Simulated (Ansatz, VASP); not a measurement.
**AgCl in VASP and in Ansatz**

```
Ag Cl
1.0
     3.90923   -2.25779    0.01073
     3.90923    2.25779    0.01073
    -0.02436    0.00000    5.97473
Ag Cl
2 2
Direct
  0.16664 0.16664 0.74999
  0.83336 0.83336 0.25001
  0.83322 0.83322 0.75001
  0.16678 0.16678 0.24999
```

Change from the starting cell: the structure that the rattled litharge type (P4/nmm, No. 129) fell into.

Alike in both runs: functional PBE; k mesh 8 × 8 × 6; occupations gaussian, width 0.02 eV; no spin polarisation.

Ansatz relaxed the structure, and its values are those at the end. VASP's run is a single point on that final structure, the one shown.

|  | VASP | Ansatz |
| --- | --- | --- |
| version | VASP 6.6.1 | Ansatz 0.2.0 |
| potentials or method | VASP PAW PBE potentials, release 64 (Ag, Cl), cutoff 520 eV | scalar-relativistic, plane waves, PAW |
| valence electrons in the cell | 36 | 52 |

```tsv
	VASP	Ansatz	Ansatz less VASP
gap on the k mesh at the Fermi level (eV)	1.33	1.34	+0.002
least direct gap on the mesh (eV)	1.33	1.34	+0.002
pressure (GPa)	-0.1	0.0	+0.11
```

With one functional, cell and mesh, what is left measures potentials, basis and numerics. VASP's potentials hold 36 valence electrons a cell and Ansatz's 52, so a difference there can come from the potentials and not from the codes.
